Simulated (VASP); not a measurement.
PtS2:

```
Pt S
1.0
    -2.35804    2.35804    5.93161
     2.35804   -2.35804    5.93161
     2.35804    2.35804   -5.93161
Pt S
2 4
Direct
  0.75000 0.25000 0.50000
  0.00000 0.00000 0.00000
  0.55246 0.05246 0.50000
  0.80246 0.80246 0.00000
  0.19754 0.19754 0.00000
  0.94754 0.44754 0.50000
```

```yaml
Program: VASP 6.6.1
Task: relaxation of cell and atoms
Functional: PBEsol
Potentials_or_basis: VASP PAW PBE potentials, release 64 (Pt, S)
Cutoff: 600 eV
k_mesh: 8 × 8 × 8
Occupations: fermi-dirac, width 0.02 eV
Spin: no spin polarisation
```

At the start: pressure -3.9 GPa; volume 21.99 Å³/atom.

Question: Where does the relaxation end?

Answer: Over 16 steps the energy falls by 10.4 meV/atom and the volume is 21.15 Å³/atom (-3.8 %); space group I4_1/amd (No. 141, to 0.05 Å).

The path:
```
step  energy change (eV)  largest force (eV/Å)  pressure (GPa)  volume (Å³)
   1              0.0000                0.1792           -3.86       131.93
   2              0.0582                0.6960            5.96       122.06
   3             -0.0555                0.1418           -0.25       127.71
   4             -0.0623                0.0298            0.01       126.71
   5             -0.0623                0.0142           -0.03       126.81
   6             -0.0623                0.0110           -0.02       126.82
   7             -0.0624                0.0069            0.02       126.79
   8             -0.0624                0.0009            0.09       126.73
   9             -0.0624                0.0009            0.09       126.74
  10             -0.0624                0.0002            0.07       126.75
  11             -0.0625                0.0023            0.06       126.77
  12             -0.0625                0.0061            0.01       126.82
  13             -0.0625                0.0055            0.02       126.81
  14             -0.0625                0.0054            0.02       126.81
  15             -0.0625                0.0036            0.03       126.83
  16             -0.0625                0.0001           -0.01       126.88
```

Final structure:
```
Pt S
1.0
    -2.32057    2.32057    5.89018
     2.32057   -2.32057    5.89018
     2.32057    2.32057   -5.89018
Pt S
2 4
Cartesian
  0.0000 2.3206 2.9451
  0.0000 0.0000 0.0000
  0.0000 2.3206 0.6209
  0.0000 0.0000 9.4562
  0.0000 0.0000 2.3242
  0.0000 2.3206 5.2693
```

Caveat: the PAW data sets were made with another functional, which shifts forces and pressure a little.
